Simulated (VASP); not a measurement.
Runs of VASP 6.6.1 on FeBi. The structure is that of space group Fm-3m (No. 225), or close to it. The cells are those of the table. 

```tsv
cell	gap on the mesh (eV)	pressure (GPa)	moment (μB)
a = 3.899 Å, angles 60.0°, 2 atoms	none	2.7	2.56
a = 3.952 Å, angles 60.0°, 2 atoms	none	-0.3	2.60
a = 3.879 Å, angles 60.0°, 2 atoms	none	4.1	2.55
a = 4.080 Å, angles 60.0°, 2 atoms	none	-4.7	2.95
a = 3.926 Å, angles 60.0°, 2 atoms	none	(c)	2.58
a = 4.043 Å, angles 60.0°, 2 atoms	none	-3.7	2.84
a = 3.979 Å, angles 60.0°, 2 atoms	none	-1.6	2.63
a = 4.004 Å, angles 60.0°, 2 atoms	none	(a)	(b)
```

Alike in all rows: task single point; level PBE; potentials or basis VASP PAW PBE potentials, release 64 (Fe, Bi_d); spin collinear, ferromagnetic start; k mesh 10 × 10 × 10; cutoff (eV) 520; smearing gaussian 0.05 eV.

Problem. Estimate the missing entries.

Solution. (a) -2.6; (b) 2.69; (c) 1.1.

Caveats: spin-orbit coupling is left out, which moves the levels of the heavy elements; the cell stands under tension (at least some runs); the cell stands under pressure (at least some runs).

A k mesh can miss the band edges, and the runs leave out spin-orbit coupling on Bi.

A gap of «none» marks levels without a gap at the run's occupations.
